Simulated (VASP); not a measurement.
Here is a VASP 6.6.1 calculation.

File INCAR:

```
SYSTEM = HgTe
PREC = Accurate
ENCUT = 500
EDIFF = 1E-6
ISMEAR = 0
SIGMA = 0.1
LREAL = .FALSE.
LASPH = .TRUE.
NELM = 120
ALGO = Normal
ISIF = 2
LWAVE = .FALSE.
LCHARG = .FALSE.
GGA = PS
NBANDS = 16
GGA_COMPAT = .FALSE.
```

File KPOINTS:

```
Automatic mesh
0
G
  6 6 6
  0 0 0
```

POSCAR

```
HgTe
1.0
    0.0000000000      3.2899842045      3.2899842045
    3.2899842045      0.0000000000      3.2899842045
    3.2899842045      3.2899842045      0.0000000000
Hg Te
1 1
Direct
    0.0000000000      0.0000000000      0.0000000000
    0.2500000000      0.2500000000      0.2500000000
```

Potentials or basis: VASP PAW PBE potentials, release 64 (Hg, Te).

Run with:

```sh
$ cat potpaw_PBE.64/Hg/POTCAR potpaw_PBE.64/Te/POTCAR > POTCAR
$ mpirun -np 1 vasp_std > vasp.out
```

What does it give for the pressure?

-1.1 GPa.

Predict the band gap on the k mesh.

zero (filled and empty bands touch).

Caveat: semilocal functionals underestimate gaps, and a narrow one can read as zero; the PAW data sets were made with another functional, which shifts forces and pressure a little; spin-orbit coupling is left out, which moves the levels of the heavy elements.
